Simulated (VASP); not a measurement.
Write the native input for VASP 6.6.1 that does the following.

- Task: relaxation of cell and atoms
- Functional: LDA
- Potentials or basis: VASP PAW LDA potentials, release 64 (Sr_sv, C)
- Cutoff: 600 eV
- k mesh: 10 × 10 × 10
- Occupations: gaussian, width 0.01 eV
- Spin: no spin polarisation
- Dipole correction: no
- Further INCAR settings: ALGO = Normal; EDIFF = 1e-06; IBRION = 2; EDIFFG = -0.001; NSW = 80; ISIF = 3

The structure of SrC2 lies in POSCAR:

```
SrC2
1.0
   -2.0248971526      2.0248971526      3.3722297372
    2.0248971526     -2.0248971526      3.3722297372
    2.0248971526      2.0248971526     -3.3722297372
Sr C
1 2
Direct
    0.0000000000      0.0000000000      0.0000000000
    0.4065869801      0.4065869801      0.0000000000
    0.5934130199      0.5934130199      0.0000000000
```

One way to write it, as run:

INCAR

```
PREC = Accurate
ENCUT = 600
EDIFF = 1E-6
ISMEAR = 0
SIGMA = 0.01
LREAL = False
LASPH = True
NELM = 80
ALGO = Normal
ISIF = 3
LWAVE = False
LCHARG = False
IBRION = 2
NSW = 80
EDIFFG = -0.001
```

KPOINTS

```
Automatic mesh
0
Gamma
  10 10 10
```

Potentials or basis: VASP PAW LDA potentials, release 64 (Sr_sv, C).

Launch:

```sh
$ cat potpaw_LDA.64/Sr_sv/POTCAR potpaw_LDA.64/C/POTCAR > POTCAR
$ mpirun -np 1 vasp_std > vasp.out
```

It gave:

```yaml
Relaxed_volume: 17.80 Å³/atom
Relaxed_cell: a = 4.379 Å, b = 4.379 Å, c = 4.379 Å, α = 125.70°, β = 125.70°, γ = 80.38°
Space_group_after_relaxing_to_0.1_Å: I4/mmm (No. 139)
Energy_gained_by_relaxing: 4.2 meV/atom
Ionic_steps: 31
Pressure_after_relaxing: 0.0 GPa
Band_gap_on_the_k_mesh: 1.26 eV (least direct gap 2.15 eV)
```

Wall time 8.5 min on 1 thread of AMD EPYC 9R45 96-Core Processor (Zen 5), on a shared host, peak memory 0.21 GiB.
